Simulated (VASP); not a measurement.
Runs of VASP 6.6.1 on Ti. The structure is that of space group Fm-3m (No. 225), or close to it. The cells are those of the table. 

| cell | gap on the mesh (eV) | pressure (GPa) |
| --- | --- | --- |
| a = 2.871 Å, angles 60.0°, 1 atom | none | (b) |
| a = 2.981 Å, angles 60.0°, 1 atom | none | -14.4 |
| a = 2.792 Å, angles 60.0°, 1 atom | none | 5.1 |
| a = 2.832 Å, angles 60.0°, 1 atom | none | -0.4 |
| a = 2.751 Å, angles 60.0°, 1 atom | none | (a) |
| a = 2.909 Å, angles 60.0°, 1 atom | none | -8.7 |
| a = 2.945 Å, angles 60.0°, 1 atom | none | -11.8 |

Alike in all rows: task single point; level LDA; potentials or basis VASP PAW LDA potentials, release 64 (Ti_sv); no spin polarisation; k mesh 10 × 10 × 10; cutoff (eV) 520; smearing gaussian 0.2 eV.

Question: Fill in the values left out.

Answer: (a) 11.8; (b) -4.9.

A gap of «none» marks levels without a gap at the run's occupations.
